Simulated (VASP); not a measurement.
Runs of VASP 6.6.1 on GaP. The structure is that of space group I-4m2 (No. 119), or close to it. The cells are those of the table. 

```tsv
cell	gap on the mesh (eV)	pressure (GPa)
a = 3.778, b = 3.926 Å, angles 58.7, 62.6, 58.7°, 2 atoms	0.82	4.6
a = 3.742, b = 3.888 Å, angles 58.7, 62.6, 58.7°, 2 atoms	0.75	(b)
a = 3.843, b = 3.686 Å, angles 61.3, 57.3, 61.3°, 2 atoms	1.11	7.6
a = 3.916, b = 3.756 Å, angles 61.3, 57.3, 61.3°, 2 atoms	1.22	2.1
a = 3.791, b = 3.891 Å, angles 59.1, 61.7, 59.1°, 2 atoms	1.06	4.6
a = 3.755, b = 3.854 Å, angles 59.1, 61.7, 59.1°, 2 atoms	0.99	7.6
a = 3.813, b = 3.962 Å, angles 58.7, 62.6, 58.7°, 2 atoms	(a)	2.1
a = 3.880, b = 3.721 Å, angles 61.3, 57.3, 61.3°, 2 atoms	1.17	4.6
```

Alike in all rows: task single point; level PBE; potentials or basis VASP PAW PBE potentials, release 64 (Ga_d, P); no spin polarisation; k mesh 10 × 10 × 10; cutoff (eV) 520; smearing gaussian 0.05 eV.

Task: Fill in the values left out.

Result: (a) 0.87; (b) 7.5.

A k mesh can miss the band edges, and the runs leave out spin-orbit coupling on Ga.
